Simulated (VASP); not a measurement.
# BeTe (Pmma) in VASP: single point with PBE

Aim: the single point of BeTe with PBE.

Everything below comes from runs of VASP 6.6.1. Logs are shortened: lines on timing, memory, paths and dates and some standing lists are left out, and cuts for length are marked.

## 1. The cell of the first run

The structure is orthorhombic, space group Pmma (No. 51). The conventional cell has a = 7.562 Å, b = 5.376 Å, c = 3.818 Å, α = 90.00°, β = 90.00°, γ = 90.00°. Within 3.5 Å of Be (site symmetry mm2) lie 6 Te at 2.67 to 2.71 Å. Within 3.4 Å of Be (site symmetry 2/m) lie 6 Te at 2.55 to 2.83 Å. Te (site symmetry mm2) has 6 Be at 2.55 to 2.83 Å within 3.4 Å. Within 3.5 Å of Te (site symmetry 2/m) lie 6 Be at 2.67 to 2.71 Å.

The cell was built from a structure type or drawn by symmetry, and may not be a known phase.

## 2. Single point, PBE

INCAR reads:

```
SYSTEM = BeTe
ALGO = Normal
EDIFF = 1E-6
ENCUT = 520
GGA = PE
ISIF = 2
ISMEAR = 0
LASPH = .True.
LCHARG = .True.
LELF = .True.
LREAL = .False.
LVHAR = .True.
LWAVE = .False.
NBANDS = 26
NELM = 80
PREC = Accurate
SIGMA = 0.1
```

KPOINTS reads:

```
k-points
0
Gamma
  6 8 10
  0 0 0
```

POSCAR reads:

```
BeTe
1.0
    7.5618872588      0.0000000000      0.0000000000
    0.0000000000      5.3764600007      0.0000000000
    0.0000000000      0.0000000000      3.8178324769
Be Te
4 4
Direct
    0.7500000000      0.0000000000      0.4925139297
    0.0000000000      0.5000000000      0.0000000000
    0.2500000000      0.0000000000      0.5074860703
    0.5000000000      0.5000000000      0.0000000000
    0.7500000000      0.5000000000      0.5514909468
    0.0000000000      0.0000000000      0.0000000000
    0.2500000000      0.5000000000      0.4485090532
    0.5000000000      0.0000000000      0.0000000000
```

Potentials or basis: VASP PAW PBE potentials, release 64 (Be, Te).

Started as:

```
$ cat potpaw_PBE.64/Be/POTCAR potpaw_PBE.64/Te/POTCAR > POTCAR
$ mpirun -np 1 vasp_std > vasp.out
```

OUTCAR:

```text
SYSTEM = BeTe
   EDIFF = 1E-6
   ENCUT = 520
   GGA = PE
   ISIF = 2
   ISMEAR = 0
   LASPH = .True.
   LREAL = .False.
   NELM = 80
   PREC = Accurate

 ion  position               nearest neighbor table
   1  0.750  0.000  0.493-   6 2.67   8 2.67   5 2.70   5 2.70   6 2.71   8 2.71
   2  0.000  0.500  0.000-   5 2.55   7 2.55   6 2.69   6 2.69   7 2.83   5 2.83
   3  0.250  0.000  0.507-   6 2.67   8 2.67   7 2.70   7 2.70   8 2.71   6 2.71
   4  0.500  0.500  0.000-   5 2.55   7 2.55   8 2.69   8 2.69   7 2.83   5 2.83
   5  0.750  0.500  0.551-   2 2.55   4 2.55   1 2.70   1 2.70   4 2.83   2 2.83
   6  0.000  0.000  0.000-   1 2.67   3 2.67   2 2.69   2 2.69   1 2.71   3 2.71
   7  0.250  0.500  0.449-   2 2.55   4 2.55   3 2.70   3 2.70   2 2.83   4 2.83
   8  0.500  0.000  0.000-   1 2.67   3 2.67   4 2.69   4 2.69   1 2.71   3 2.71

  LATTYP: Found a simple orthorhombic cell.
 ALAT       =     3.8178324769
 B/A-ratio  =     1.4082493229
 C/A-ratio  =     1.9806755023

  Lattice vectors:

 A1 = (   0.0000000000,   0.0000000000,  -3.8178324769)
 A2 = (   0.0000000000,   5.3764600007,   0.0000000000)
 A3 = (   7.5618872588,   0.0000000000,   0.0000000000)

Analysis of symmetry for initial positions (statically):
=====================================================================
 Subroutine PRICEL returns:
 Original cell was already a primitive cell.

 Routine SETGRP: Setting up the symmetry group for a
 simple orthorhombic supercell.

 Subroutine GETGRP returns: Found  8 space group operations
 (whereof  4 operations were pure point group operations)
 out of a pool of  8 trial point group operations.

The static configuration has the point symmetry C_2h.
 The point group associated with its full space group is D_2h.

Analysis of symmetry for dynamics (positions and initial velocities):
=====================================================================
 Subroutine PRICEL returns:
 Original cell was already a primitive cell.

 Routine SETGRP: Setting up the symmetry group for a
 simple orthorhombic supercell.

 Subroutine GETGRP returns: Found  8 space group operations
 (whereof  4 operations were pure point group operations)
 out of a pool of  8 trial point group operations.

The dynamic configuration has the point symmetry C_2h.
 The point group associated with its full space group is D_2h.

 Subroutine INISYM returns: Found  8 space group operations
 (whereof  4 operations are pure point group operations),
 and found     1 'primitive' translations

[... 106 lines left out ...]
   EDIFF  = 0.1E-05   stopping-criterion for ELM
   LREAL  =      F    real-space projection
   EDIFFG = 0.1E-04   stopping-criterion for IOM
   NSW    =      0    number of steps for IOM
   IBRION =     -1    ionic relax: 0-MD 1-quasi-New 2-CG
   NFREE  =      0    steps in history (QN), initial steepest desc. (CG)
   ISIF   =      2    stress and relaxation
   ISYM   =      2    0-nonsym 1-usesym 2-fastsym
   POTIM  = 0.5000    time-step for ionic-motion
   TEBEG  =    0.0;   TEEND  =   0.0 temperature during run
   PSTRESS=    0.0 pullay stress
   NELECT =      32.0000    total number of electrons
   NUPDOWN=      -1.0000    fix difference up-down
   EMIN   =  10.00;   EMAX   =-10.00  energy-range for DOS
   EFERMI =   0.00;   METHOD = LEGACY
   ISMEAR =     0;   SIGMA  =   0.10  broadening in eV -4-tet -1-fermi 0-gaus
   EFERMI_NEDOS =   21; number of points for ismear=-14 and -15
   IALGO  =     38    algorithm
   IMIX   =      4    mixing-type and parameters
     AMIX     =   0.40;   BMIX     =  1.00
     AMIX_MAG =   1.60;   BMIX_MAG =  1.00
  volume/ion in A,a.u.               =      19.40       130.93
  Fermi-wavevector in a.u.,A,eV,Ry     =   0.967112  1.827578 12.725619  0.935307
  Thomas-Fermi vector in A             =   2.096971
   LORBIT       =      0    0 simple, 1 ext, 2 COOP (PROOUT), +10 PAW based schemes
   GGA     = PE    functional components
   LHFCALC =     F    Hartree Fock is set to
   AEXX    =    0.0000 exact exchange contribution
   IVDW    =     0    specifies the selected vdW correction
   LEPSILON=     F    determine dielectric tensor
   LRPA    =     F    only Hartree local field effects (RPA)
 non-spin polarized calculation
 Gauss-broadening in eV      SIGMA  =   0.10
  energy-cutoff  :      520.00
  volume of cell :      155.22
 maximum number of plane-waves:      4204
   NGX = 29   NGY = 19   NGZ = 15

 number of electron      32.0000004 magnetization

 Free energy of the ion-electron system (eV)
  ---------------------------------------------------
  ext. energy  EPLUGINS =         0.00000000
  ---------------------------------------------------
  free energy    TOTEN  =       -26.43495226 eV

  energy without entropy =      -26.42402037  energy(sigma->0) =      -26.42948632

 E-fermi :   7.1736     XC(G=0):  -9.9206

 val. band max:        7.1528155721   @ k =   0.1667   0.3750   0.2000
 cond. band min:       7.1760965261   @ k =   0.1667   0.3750   0.3000
 fundamental gap:      0.0232809540
 Fermi energy:         7.1735583220

 k-point     1 :       0.0000    0.0000    0.0000
  band No.  band energies     occupation
      1      -6.1449      2.00000
      2      -4.4045      2.00000
      3      -4.3260      2.00000
      4      -3.4268      2.00000
      5       1.1659      2.00000
      6       2.0252      2.00000
[... 685 lines left out ...]
     25      12.5630      0.00000
     26      12.5630      0.00000

 [... further k-points ...]
[... 5 lines left out ...]
  --------------------------------------------------------------------------------------
  -------------------------------------------------------------------------------------
  Total        0.0765681      0.0610793      0.0727206      0.0000000      0.0000000      0.0000000
  in kB        0.7903417      0.6304650      0.7506274      0.0000000      0.0000000      0.0000000
  external PRESSURE =       0.7238114 kB  Pullay stress =       0.0000000 kB

 VOLUME and BASIS-vectors are now :
 -----------------------------------------------------------------------------
  energy-cutoff  :      520.00
  volume of cell :      155.22
      direct lattice vectors                 reciprocal lattice vectors
     7.561887259  0.000000000  0.000000000     0.132242120  0.000000000  0.000000000
     0.000000000  5.376460001  0.000000000     0.000000000  0.185995990  0.000000000
     0.000000000  0.000000000  3.817832477     0.000000000  0.000000000  0.261928727

 POSITION                                       TOTAL-FORCE (eV/Angst)
 -----------------------------------------------------------------------------------
      5.67142      0.00000      1.88034         0.000000     -0.000000      0.000527
      0.00000      2.68823      0.00000        -0.000000     -0.000000      0.000000
      1.89047      0.00000      1.93750        -0.000000     -0.000000     -0.000527
      3.78094      2.68823      0.00000        -0.000000     -0.000000      0.000000
      5.67142      2.68823      2.10550         0.000000      0.000000     -0.009420
      0.00000      0.00000      0.00000        -0.000000     -0.000000      0.000000
      1.89047      2.68823      1.71233        -0.000000     -0.000000      0.009420
      3.78094      0.00000      0.00000        -0.000000     -0.000000      0.000000
 -----------------------------------------------------------------------------------
    total drift:                               -0.000000     -0.000000      0.000000

  FREE ENERGIE OF THE ION-ELECTRON SYSTEM (eV)
  ---------------------------------------------------
  free  energy   TOTEN  =       -26.4349522567 eV

  energy  without entropy=      -26.4240203734  energy(sigma->0) =      -26.42948632
```

OSZICAR:

```text
N       E                     dE             d eps       ncg     rms          rms(c)
DAV:   1     0.104550175594E+03    0.10455E+03   -0.11621E+04  6240   0.100E+03
DAV:   2    -0.170539181186E+02   -0.12160E+03   -0.11226E+03  7674   0.156E+02
DAV:   3    -0.262312042794E+02   -0.91773E+01   -0.88216E+01  8412   0.470E+01
DAV:   4    -0.264365523033E+02   -0.20535E+00   -0.20455E+00  7632   0.779E+00
DAV:   5    -0.264414932477E+02   -0.49409E-02   -0.49369E-02  8222   0.136E+00    0.106E+01
DAV:   6    -0.264304614230E+02    0.11032E-01   -0.16493E-02  7494   0.690E-01    0.643E+00
DAV:   7    -0.264346072477E+02   -0.41458E-02   -0.34310E-02  7082   0.972E-01    0.226E-01
DAV:   8    -0.264348522486E+02   -0.24500E-03   -0.33700E-03  7670   0.296E-01    0.155E-01
DAV:   9    -0.264348967182E+02   -0.44470E-04   -0.16245E-04  8008   0.658E-02    0.109E-01
DAV:  10    -0.264349493363E+02   -0.52618E-04   -0.70515E-05  6946   0.457E-02    0.263E-02
DAV:  11    -0.264349520899E+02   -0.27537E-05   -0.16993E-05  7668   0.195E-02    0.118E-02
DAV:  12    -0.264349522567E+02   -0.16678E-06   -0.13170E-06  4456   0.504E-03
   1 F= -.26434952E+02 E0= -.26429486E+02  d E =-.109319E-01
```

stdout:

```text
POSCAR found type information on POSCAR BeTe
 POSCAR found :  2 types and       8 ions
 scaLAPACK will be used
 LDA part: xc-table for (Slater+PW92), standard interpolation
 POSCAR, INCAR and KPOINTS ok, starting setup
 FFT: planning ... GRIDC
 FFT: planning ... GRID_SOFT
 FFT: planning ... GRID
 WAVECAR not read
 entering main loop
```

Wall time 2.7 min (1 thread of Intel Xeon 6975P-C (Granite Rapids), shared host); peak memory 0.51 GiB.

Results:

```yaml
Free_energy: -26.4350 eV
Pressure: 0.1 GPa
Largest_force: 0.009 eV/Å
Band_gap_on_the_k_mesh: zero (bands 16 and 17 overlap by 0.81 eV)
```

Forces in eV/Å, atoms in the order of the input:
```
Be   0.000  0.000  0.001
Be   0.000  0.000  0.000
Be   0.000  0.000 -0.001
Be   0.000  0.000  0.000
Te   0.000  0.000 -0.009
Te   0.000  0.000  0.000
Te   0.000  0.000  0.009
Te   0.000  0.000  0.000
```

Levels at points of the mesh, in eV from the Fermi level:
```tsv
k point	band 12	band 13	band 14	band 15	band 16	band 17	band 18	band 19	band 20	band 21
(0.00, 0.00, 0.00)	-1.23	-0.79	-0.44	-0.39	-0.21	-0.12	2.10	2.11	2.75	3.00
(0.50, 0.00, 0.00)	-2.26	-1.45	-1.45	-0.25	-0.25	0.89	0.89	3.52	3.52	3.82
(0.00, 0.50, 0.00)	-1.82	-0.50	-0.29	-0.25	-0.20	1.00	1.20	2.27	2.27	2.28
(0.50, 0.50, 0.00)	-1.47	-0.96	-0.96	-0.94	-0.94	1.73	1.73	1.82	1.82	3.85
(0.00, 0.00, 0.50)	-3.02	-3.00	-2.81	-1.60	-0.90	-0.52	0.07	2.19	2.19	2.96
(0.50, 0.00, 0.50)	-3.17	-3.15	-3.15	-2.73	-2.73	0.67	0.67	1.08	1.08	4.52
(0.00, 0.50, 0.50)	-4.11	-0.28	-0.22	-0.20	-0.17	2.19	2.23	2.33	2.38	2.67
(0.50, 0.50, 0.50)	-3.17	-1.98	-1.98	-1.94	-1.94	2.46	2.46	2.59	2.59	2.91
```

Caveat: spin-orbit coupling is left out, which moves the levels of the heavy elements.
